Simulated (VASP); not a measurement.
Set up this calculation in VASP 6.6.1, as the native input.

```yaml
Task: single point
Functional: PBEsol
Potentials_or_basis: VASP PAW PBE potentials, release 64 (Mn_pv, O)
Cutoff: 520 eV
k_mesh: 16 × 16 × 16
Occupations: gaussian, width 0.1 eV
Spin: collinear spin, ferromagnetic start
Starting_moments: "[4.2, 0.23] μB"
Dipole_correction: no
Further_INCAR_settings: ALGO = Normal; EDIFF = 1e-06; NBANDS = 20
```

The structure of MnO lies in POSCAR:

```
MnO
1.0
    0.0000000000      2.2394923151      2.2394923151
    2.2394923151      0.0000000000      2.2394923151
    2.2394923151      2.2394923151      0.0000000000
Mn O
1 1
Direct
    0.0000000000      0.0000000000      0.0000000000
    0.5000000000      0.5000000000      0.5000000000
```

This cell differs from its parent crystal: volume scaled by 1.10.

The input as run:

INCAR

```
  ALGO = Normal
  EDIFF = 1E-6
  ENCUT = 520
  GGA = PS
  ISIF = 2
  ISMEAR = 0
  ISPIN = 2
  LASPH = True
  LCHARG = False
  LMAXMIX = 4
  LORBIT = 11
  LREAL = False
  LWAVE = False
  MAGMOM = 4.2 0.23
  NBANDS = 20
  NELM = 150
  PREC = Accurate
  SIGMA = 0.1
```

KPOINTS

```
k-points
0
Gamma
  16 16 16
```

Potentials or basis: VASP PAW PBE potentials, release 64 (Mn_pv, O).

Run with:

```bash
$ cat potpaw_PBE.64/Mn_pv/POTCAR potpaw_PBE.64/O/POTCAR > POTCAR
$ mpirun -np 1 vasp_std > vasp.out
```

Results of the run:

```yaml
Pressure: -9.4 GPa
Net_moment: 4.79 μB per cell
Site_moments: Mn +4.34; O +0.20 μB
Valence_electrons_inside_the_program's_atomic_spheres: Mn 11.34; O 4.94
```

Caveat: the PAW data sets were made with another functional, which shifts forces and pressure a little; a cell with one magnetic atom can't hold antiferromagnetic order, which such compounds often take.

Run time: 72 s on 1 thread of AMD EPYC 9R14 (Zen 4), on a shared host, peak memory 0.18 GiB.
